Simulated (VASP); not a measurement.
Set up this calculation in VASP 6.6.1, as the native input.

```yaml
Task: single point
Functional: PBE
Dispersion: D3(BJ)
Potentials_or_basis: VASP PAW PBE potentials, release 64 (Se, W_sv)
Cutoff: 520 eV
k_mesh: 6 × 6 × 1
Occupations: gaussian, width 0.1 eV
Spin: no spin polarisation
Dipole_correction: yes
Further_INCAR_settings: ALGO = Normal; EDIFF = 1e-07; NBANDS = 49
```

The structure of WSe2 lies in POSCAR:

```
WSe2
1.0
    3.2790157464      0.0000000000      0.0000000000
   -1.6395078732      2.8397109358      0.0000000000
    0.0000000000      0.0000000000     58.3145867790
Se W
6 3
Direct
    0.3333333333      0.6666666667      0.3614643927
    0.3333333333      0.6666666667      0.4192336018
    0.6666666667      0.3333333333      0.4711153955
    0.6666666667      0.3333333333      0.5288846045
    0.3333333333      0.6666666667      0.5807663982
    0.3333333333      0.6666666667      0.6385356073
    0.6666666667      0.3333333333      0.3903489972
    0.3333333333      0.6666666667      0.5000000000
    0.6666666667      0.3333333333      0.6096510028
```

One way to write it, as run:

INCAR

```
  ALGO = Normal
  DIPOL = 0.5 0.5 0.500
  EDIFF = 1E-7
  ENCUT = 520
  GGA = PE
  IDIPOL = 3
  ISIF = 2
  ISMEAR = 0
  IVDW = 12
  LASPH = True
  LCHARG = False
  LDIPOL = True
  LREAL = False
  LWAVE = False
  NBANDS = 49
  NELM = 60
  PREC = Accurate
  SIGMA = 0.1
```

KPOINTS

```
k-points
0
Gamma
  6 6 1
```

Potentials or basis: VASP PAW PBE potentials, release 64 (Se, W_sv).

Run with:

```bash
$ cat potpaw_PBE.64/Se/POTCAR potpaw_PBE.64/W_sv/POTCAR > POTCAR
$ mpirun -np 1 vasp_std > vasp.out
```

Results of the run:

```yaml
Largest_force: 0.079 eV/Å
Band_gap_on_the_k_mesh: 1.09 eV, indirect (least direct gap 1.60 eV)
Dispersion_energy_per_atom: -0.428 eV
```

Caveat: spin-orbit coupling is left out, which moves the levels of the heavy elements.

It took 11 min on 1 thread of Intel Xeon 8259CL, on a shared host, peak memory 0.63 GiB.
